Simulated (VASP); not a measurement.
# Br (I4/mmm) in VASP: further runs

The runs below take Br through single point, relaxation of cell and atoms, with PBE+D3(BJ).

Everything below comes from runs of VASP 6.6.1. Logs are shortened: lines on timing, memory, paths and dates and some standing lists are left out, and cuts for length are marked.

## 1. The cell of the first run

It takes space group I4/mmm (No. 139, tetragonal). The conventional cell has a = 2.843 Å, b = 2.843 Å, c = 7.106 Å, α = 90.00°, β = 90.00°, γ = 90.00°. Br (site symmetry 4/mmm) has 4 Br at 2.84 Å within 3.7 Å.

## 2. Single point, PBE+D3(BJ)

INCAR reads:

```
PREC = Accurate
ENCUT = 520
EDIFF = 1E-6
ISMEAR = 0
SIGMA = 0.1
LREAL = F
LASPH = T
NELM = 60
ALGO = Normal
ISIF = 2
LWAVE = F
LCHARG = T
GGA = PE
IVDW = 12
LELF = T
LVHAR = T
NBANDS = 10
```

KPOINTS reads:

```
regular mesh
0
Gamma
  20 20 20
```

POSCAR reads:

```
Br
1.0
   -1.4216502001      1.4216502001      3.5532108053
    1.4216502001     -1.4216502001      3.5532108053
    1.4216502001      1.4216502001     -3.5532108053
Br
1
Direct
    0.0000000000      0.0000000000      0.0000000000
```

Potentials or basis: VASP PAW PBE potentials, release 64 (Br).

Started as:

```sh
cat potpaw_PBE.64/Br/POTCAR > POTCAR
mpirun -np 1 vasp_std > vasp.out
```

OUTCAR:

```text
PREC = Accurate
   ENCUT = 520
   EDIFF = 1E-6
   ISMEAR = 0
   LREAL = F
   LASPH = T
   NELM = 60
   ISIF = 2
   GGA = PE
   IVDW = 12
 IVDW          = 12

 ion  position               nearest neighbor table
   1  0.000  0.000  0.000-

  LATTYP: Found a body centered tetragonal cell.
 ALAT       =     2.8433004002
 C/A-ratio  =     2.4993565963

  Lattice vectors:

 A1 = (  -1.4216502001,   1.4216502001,   3.5532108053)
 A2 = (   1.4216502001,  -1.4216502001,   3.5532108053)
 A3 = (   1.4216502001,   1.4216502001,  -3.5532108053)

Analysis of symmetry for initial positions (statically):
=====================================================================
 Subroutine PRICEL returns:
 Original cell was already a primitive cell.

 Routine SETGRP: Setting up the symmetry group for a
 body centered tetragonal supercell.

 Subroutine GETGRP returns: Found 16 space group operations
 (whereof 16 operations were pure point group operations)
 out of a pool of 16 trial point group operations.

The static configuration has the point symmetry D_4h.

Analysis of symmetry for dynamics (positions and initial velocities):
=====================================================================
 Subroutine PRICEL returns:
 Original cell was already a primitive cell.

 Routine SETGRP: Setting up the symmetry group for a
 body centered tetragonal supercell.

 Subroutine GETGRP returns: Found 16 space group operations
 (whereof 16 operations were pure point group operations)
 out of a pool of 16 trial point group operations.

The dynamic configuration has the point symmetry D_4h.

 Subroutine INISYM returns: Found 16 space group operations
 (whereof 16 operations are pure point group operations),
 and found     1 'primitive' translations

----------------------------------------------------------------------------------------

                                     Primitive cell

  volume of cell :      28.7254

  direct lattice vectors                    reciprocal lattice vectors
    -1.421650200  1.421650200  3.553210805     0.000000000  0.351703956  0.140717798
     1.421650200 -1.421650200  3.553210805     0.351703956  0.000000000  0.140717798
     1.421650200  1.421650200 -3.553210805     0.351703956  0.351703956  0.000000000

  length of vectors
     4.082583203  4.082583203  4.082583203     0.378810205  0.378810205  0.497384505

  position of ions in fractional coordinates (direct lattice)
     0.000000000  0.000000000  0.000000000

  ion indices of the primitive-cell ions
   primitive index   ion index
                 1           1

----------------------------------------------------------------------------------------

 KPOINTS: regular mesh

Automatic generation of k-mesh.
 Grid dimensions read from file:
 generate k-points for:   20   20   20

 Generating k-lattice:

  Cartesian coordinates                     Fractional coordinates (reciprocal lattice)
     0.000000000  0.017585198  0.007035890     0.050000000  0.000000000 -0.000000000
     0.017585198  0.000000000  0.007035890     0.000000000  0.050000000 -0.000000000
     0.017585198  0.017585198  0.000000000     0.000000000  0.000000000  0.050000000

  Length of vectors
     0.018940510  0.018940510  0.024869225

  Shift w.r.t. Gamma in fractional coordinates (k-lattice)
     0.000000000  0.000000000  0.000000000

 Subroutine IBZKPT returns following result:
 ===========================================

 Found    641 irreducible k-points:

 Following reciprocal coordinates:
            Coordinates               Weight
  0.000000  0.000000  0.000000      1.000000
  0.050000  0.000000 -0.000000      8.000000
  0.100000  0.000000 -0.000000      8.000000
  0.150000  0.000000  0.000000      8.000000
  0.200000  0.000000 -0.000000      8.000000
  0.250000 -0.000000  0.000000      8.000000
[... 16 lines left out ...]
 -0.400000  0.050000  0.000000     16.000000
 -0.350000  0.050000  0.000000     16.000000
 [... further k-points ...]
   k-points           NKPTS =    641   k-points in BZ     NKDIM =    641   number of bands    NBANDS=     10
   number of dos      NEDOS =    301   number of ions     NIONS =      1
   total plane-waves  NPLWV =  27000
   dimension x,y,z NGX =    30 NGY =   30 NGZ =   30
   dimension x,y,z NGXF=    60 NGYF=   60 NGZF=   60
   ions per type =               1
   NGX,Y,Z   is equivalent  to a cutoff of  12.22, 12.22, 12.22 a.u.
   NGXF,Y,Z  is equivalent  to a cutoff of  24.43, 24.43, 24.43 a.u.
 SYSTEM =  unknown system
   PREC   = accura    normal or accurate (medium, high low for compatibility)
   ISTART =      0    job   : 0-new  1-cont  2-samecut
   ICHARG =      2    charge: 1-file 2-atom 10-const
   ISPIN  =      1    spin polarized calculation?
   LNONCOLLINEAR =      F non collinear calculations
   LSORBIT =      F    spin-orbit coupling
   LASPH  =      T    aspherical Exc in radial PAW
   ENCUT  =  520.0 eV  38.22 Ry    6.18 a.u.   7.59  7.59  7.59*2*pi/ulx,y,z
   NELM   =     60;   NELMIN=  2; NELMDL= -5     # of ELM steps
   EDIFF  = 0.1E-05   stopping-criterion for ELM
   LREAL  =      F    real-space projection
[... 7 lines left out ...]
   TEBEG  =    0.0;   TEEND  =   0.0 temperature during run
   PSTRESS=    0.0 pullay stress
   NELECT =       7.0000    total number of electrons
   NUPDOWN=      -1.0000    fix difference up-down
   EMIN   =  10.00;   EMAX   =-10.00  energy-range for DOS
   EFERMI =   0.00;   METHOD = LEGACY
   ISMEAR =     0;   SIGMA  =   0.10  broadening in eV -4-tet -1-fermi 0-gaus
   EFERMI_NEDOS =   21; number of points for ismear=-14 and -15
   IALGO  =     38    algorithm
   IMIX   =      4    mixing-type and parameters
     AMIX     =   0.40;   BMIX     =  1.00
     AMIX_MAG =   1.60;   BMIX_MAG =  1.00
  volume/ion in A,a.u.               =      28.73       193.85
  Fermi-wavevector in a.u.,A,eV,Ry     =   1.022552  1.932343 14.226420  1.045612
  Thomas-Fermi vector in A             =   2.156237
   LORBIT       =      0    0 simple, 1 ext, 2 COOP (PROOUT), +10 PAW based schemes
   GGA     = PE    functional components
   LHFCALC =     F    Hartree Fock is set to
   AEXX    =    0.0000 exact exchange contribution
   IVDW    =    12    specifies the selected vdW correction
   LEPSILON=     F    determine dielectric tensor
   LRPA    =     F    only Hartree local field effects (RPA)
 non-spin polarized calculation
 Gauss-broadening in eV      SIGMA  =   0.10
  energy-cutoff  :      520.00
  volume of cell :       28.73
 maximum number of plane-waves:       795
   NGX = 15   NGY = 15   NGZ = 15

 number of electron       6.9999999 magnetization

 Free energy of the ion-electron system (eV)
  ---------------------------------------------------
  ext. energy  EPLUGINS =         0.00000000
  ---------------------------------------------------
  free energy    TOTEN  =        -1.43730781 eV

  energy without entropy =       -1.43352836  energy(sigma->0) =       -1.43541809

 E-fermi :   1.5271     XC(G=0):  -8.6861

 val. band max:        1.5258959874   @ k =  -0.2000  -0.4500   0.0500
 cond. band min:       1.5315278710   @ k =  -0.4000  -0.4500   0.3000
 fundamental gap:      0.0056318837
 Fermi energy:         1.5271071462

 k-point     1 :       0.0000    0.0000    0.0000
  band No.  band energies     occupation
      1     -14.7817      2.00000
      2      -0.7602      2.00000
      3       2.4851      0.00000
      4       2.4851      0.00000
      5       6.9885      0.00000
      6      11.3559      0.00000
      7      11.8731      0.00000
      8      17.4025      0.00000
      9      17.4025      0.00000
     10      18.0606      0.00000

 k-point     2 :       0.0500    0.0000   -0.0000
  band No.  band energies     occupation
      1     -14.7502      2.00000
      2      -0.7581      2.00000
      3       2.2070      0.00000
      4       2.5043      0.00000
      5       7.0901      0.00000
      6      11.5067      0.00000
      7      12.0817      0.00000
      8      16.3239      0.00000
      9      17.4526      0.00000
     10      18.7296      0.00000

 k-point     3 :       0.1000    0.0000   -0.0000
  band No.  band energies     occupation
      1     -14.6571      2.00000
      2      -0.7514      2.00000
      3       1.4923      1.37728
      4       2.5606      0.00000
      5       7.3613      0.00000
      6      11.6953      0.00000
      7      12.8678      0.00000
      8      14.9719      0.00000
      9      17.6017      0.00000
     10      19.1694      0.00000

 k-point     4 :       0.1500    0.0000    0.0000
  band No.  band energies     occupation
      1     -14.5064      2.00000
      2      -0.7422      2.00000
      3       0.5569      2.00000
      4       2.6503      0.00000
      5       7.7502      0.00000
      6      11.8673      0.00000
      7      13.5775      0.00000
      8      14.2542      0.00000
      9      17.8440      0.00000
     10      19.5336      0.00000

 k-point     5 :       0.2000    0.0000   -0.0000
  band No.  band energies     occupation
      1     -14.3053      2.00000
      2      -0.7933      2.00000
      3      -0.3789      2.00000
      4       2.7671      0.00000
      5       8.2021      0.00000
      6      12.0480      0.00000
      7      12.6349      0.00000
      8      15.6218      0.00000
      9      18.1634      0.00000
     10      19.9421      0.00000

 k-point     6 :       0.2500   -0.0000    0.0000
  band No.  band energies     occupation
      1     -14.0653      2.00000
      2      -1.5285      2.00000
      3      -0.5965      2.00000
      4       2.9018      0.00000
      5       8.6020      0.00000
      6      11.8017      0.00000
      7      12.4108      0.00000
      8      17.0577      0.00000
      9      18.4703      0.00000
     10      19.3586      0.00000

 k-point     7 :       0.3000    0.0000    0.0000
  band No.  band energies     occupation
      1     -13.8035      2.00000
      2      -2.4280      2.00000
      3      -0.5564      2.00000
      4       3.0429      0.00000
      5       8.7269      0.00000
      6      11.6423      0.00000
      7      12.6863      0.00000
      8      18.1174      0.00000
      9      18.1705      0.00000
     10      19.2923      0.00000

 k-point     8 :       0.3500    0.0000    0.0000
  band No.  band energies     occupation
      1     -13.5439      2.00000
      2      -3.2104      2.00000
      3      -0.4972      2.00000
      4       3.1760      0.00000
      5       8.5054      0.00000
      6      12.0831      0.00000
      7      13.0047      0.00000
      8      17.5411      0.00000
      9      18.3348      0.00000
     10      19.7549      0.00000

 k-point     9 :       0.4000    0.0000   -0.0000
  band No.  band energies     occupation
      1     -13.3181      2.00000
      2      -3.8193      2.00000
      3      -0.4398      2.00000
      4       3.2861      0.00000
      5       8.1780      0.00000
      6      12.8683      0.00000
      7      13.3331      0.00000
      8      17.0412      0.00000
      9      17.8237      0.00000
     10      19.4014      0.00000
[... 118 lines left out ...]
 k-point    19 :       0.4000    0.0500    0.0000
  band No.  band energies     occupation
      1     -13.2805      2.00000
      2      -3.8013      2.00000
      3      -0.4835      2.00000
      4       3.0418      0.00000
      5       8.2450      0.00000
      6      13.2364      0.00000
      7      13.6678      0.00000
      8      16.1425      0.00000
      9      17.7828      0.00000
     10      19.5969      0.00000

 k-point    20 :       0.4500    0.0500    0.0000
  band No.  band energies     occupation
      1     -13.1283      2.00000
      2      -4.1851      2.00000
      3      -0.4106      2.00000
      4       3.1207      0.00000
      5       7.9983      0.00000
      6      13.6982      0.00000
      7      14.1611      0.00000
      8      15.9664      0.00000
      9      16.7836      0.00000
     10      19.4987      0.00000

 k-point    21 :       0.5000    0.0500    0.0000
  band No.  band energies     occupation
      1     -13.0769      2.00000
      2      -4.3135      2.00000
      3      -0.3603      2.00000
      4       3.1503      0.00000
      5       7.9081      0.00000
      6      13.8680      0.00000
      7      14.1094      0.00000
      8      15.9102      0.00000
      9      16.6394      0.00000
     10      19.3986      0.00000

 k-point    22 :      -0.4500    0.0500    0.0000
  band No.  band energies     occupation
      1     -13.1377      2.00000
      2      -4.1734      2.00000
      3      -0.3409      2.00000
      4       3.1261      0.00000
      5       7.9948      0.00000
      6      13.3580      0.00000
      7      13.8125      0.00000
      8      15.8247      0.00000
      9      17.6022      0.00000
     10      19.4733      0.00000

 k-point    23 :      -0.4000    0.0500    0.0000
  band No.  band energies     occupation
      1     -13.2974      2.00000
      2      -3.7795      2.00000
      3      -0.3527      2.00000
      4       3.0518      0.00000
      5       8.2399      0.00000
      6      12.4423      0.00000
      7      13.5922      0.00000
      8      16.1151      0.00000
      9      18.5057      0.00000
     10      19.4147      0.00000

 k-point    24 :      -0.3500    0.0500    0.0000
  band No.  band energies     occupation
      1     -13.5251      2.00000
      2      -3.1672      2.00000
      3      -0.3886      2.00000
      4       2.9380      0.00000
      5       8.5597      0.00000
      6      11.6731      0.00000
      7      13.3004      0.00000
      8      16.6064      0.00000
      9      18.5927      0.00000
     10      19.3636      0.00000

 [... further k-points ...]

------------------------ aborting loop because EDIFF is reached ----------------------------------------

 Edisp (eV)   -0.25202

 E8    (eV) :    -0.0998

  FORCE on cell =-STRESS in cart. coord.  units (eV):
  Direction    XX          YY          ZZ          XY          YZ          ZX
  --------------------------------------------------------------------------------------
  -------------------------------------------------------------------------------------
  Total       0.00271     0.00271    -0.00022     0.00000    -0.00000     0.00000
  in kB       0.15129     0.15129    -0.01221     0.00000    -0.00000     0.00000
  external pressure =        0.10 kB  Pullay stress =        0.00 kB

 VOLUME and BASIS-vectors are now :
 -----------------------------------------------------------------------------
  energy-cutoff  :      520.00
  volume of cell :       28.73
      direct lattice vectors                 reciprocal lattice vectors
    -1.421650200  1.421650200  3.553210805     0.000000000  0.351703956  0.140717798
     1.421650200 -1.421650200  3.553210805     0.351703956  0.000000000  0.140717798
     1.421650200  1.421650200 -3.553210805     0.351703956  0.351703956  0.000000000

 POSITION                                       TOTAL-FORCE (eV/Angst)
 -----------------------------------------------------------------------------------
      0.00000      0.00000      0.00000        -0.000000     -0.000000     -0.000000
 -----------------------------------------------------------------------------------
    total drift:                                0.000000      0.000000      0.000000

  FREE ENERGIE OF THE ION-ELECTRON SYSTEM (eV)
  ---------------------------------------------------
  free  energy   TOTEN  =        -1.6893318699 eV

  energy  without entropy=       -1.6855524229  energy(sigma->0) =       -1.68744215
```

Wall time 2.8 min (1 thread of AMD EPYC 7R13 (Zen 3), shared host); peak memory 0.28 GiB.

Results:

- Free energy: -1.6893 eV
- Pressure: 0.0 GPa
- Dispersion energy per atom: -0.252 eV

Caveat: an odd number of electrons without spin polarisation forces a metal; a magnetic or distorted state may lie lower; pairwise dispersion overbinds metals, which lowers pressure and volume.

## 3. Relaxation of cell and atoms, PBE+D3(BJ)

This run uses another cell than the first one, of 29.00 Å³/atom, 1.009 times its volume.

INCAR reads:

```
SYSTEM = Br
PREC = Accurate
ENCUT = 600
EDIFF = 1E-6
ISMEAR = 0
SIGMA = 0.1
LREAL = .False.
LASPH = .True.
NELM = 100
ALGO = Normal
ISIF = 3
LWAVE = .False.
LCHARG = .False.
GGA = PE
IVDW = 12
IBRION = 2
NSW = 100
EDIFFG = -0.005
```

KPOINTS reads:

```
regular mesh
0
Gamma
  20 20 20
  0 0 0
```

POSCAR reads:

```
Br
1.0
   -1.4234917050      1.4234917050      3.5775173700
    1.4234917050     -1.4234917050      3.5775173700
    1.4234917050      1.4234917050     -3.5775173700
Br
1
Direct
    0.0000000000      0.0000000000      0.0000000000
```

Potentials or basis: VASP PAW PBE potentials, release 64 (Br).

Started as:

```sh
cat potpaw_PBE.64/Br/POTCAR > POTCAR
mpirun -np 1 vasp_std > vasp.out
```

It took 25 min on 1 thread of Oxide Virtual Turin-like, shared host; peak memory 0.31 GiB.

Results (log left out):

| Item | Value |
| --- | --- |
| Free energy | -1.6894 eV |
| Relaxed volume | 28.76 Å³/atom |
| Relaxed cell | a = 4.085 Å, b = 4.085 Å, c = 4.085 Å, α = 139.26°, β = 139.26°, γ = 58.97° |
| Space group after relaxing (to 0.05 Å) | I4/mmm (No. 139) |
| Energy gained by relaxing | 0.1 meV/atom |
| Ionic steps | 11 |
| Pressure after relaxing | 0.0 GPa |
| Dispersion energy per atom | -0.252 eV |

Step by step:
```csv
step,energy change (eV),largest force (eV/Å),pressure (GPa),volume (Å³)
1,0.0000,0.0000,-0.16,29.00
2,-0.0001,0.0000,0.01,28.87
3,-0.0001,0.0000,-0.01,28.89
4,-0.0001,0.0000,0.00,28.89
5,0.0000,0.0000,-0.07,28.95
6,-0.0001,0.0000,-0.04,28.90
7,-0.0001,0.0000,-0.06,28.90
8,-0.0001,0.0000,-0.04,28.86
9,-0.0001,0.0000,0.04,28.75
10,-0.0001,0.0000,-0.06,28.76
11,-0.0001,0.0000,0.00,28.76
```

Final structure:
```cif
data_structure
_symmetry_space_group_name_H-M 'P 1'
_symmetry_Int_Tables_number 1
_cell_length_a 4.0853
_cell_length_b 4.0853
_cell_length_c 4.0853
_cell_angle_alpha 139.265
_cell_angle_beta 139.265
_cell_angle_gamma 58.971
_cell_volume 28.76
loop_
_atom_site_label
_atom_site_type_symbol
_atom_site_fract_x
_atom_site_fract_y
_atom_site_fract_z
_atom_site_occupancy
Br1 Br 0.00000 0.00000 0.00000 1
```

Levels at points of the mesh, in eV from the Fermi level:
```
           k point  band 1  band 2  band 3  band 4  band 5  band 6  band 7
(0.00, 0.00, 0.00)  -16.31   -2.29    0.96    0.96    5.46    9.83   10.34
(0.50, 0.00, 0.00)  -14.63   -5.87   -1.91    1.86    6.32   12.04   12.89
(0.50, 0.50, 0.00)  -13.12   -4.52   -4.22   -0.65    5.43    8.27   12.57
(0.50, 0.50, 0.50)  -16.05   -4.53    0.78    0.78    9.28    9.33   11.89
```

Caveat: an odd number of electrons without spin polarisation forces a metal; a magnetic or distorted state may lie lower; pairwise dispersion overbinds metals, which lowers pressure and volume.
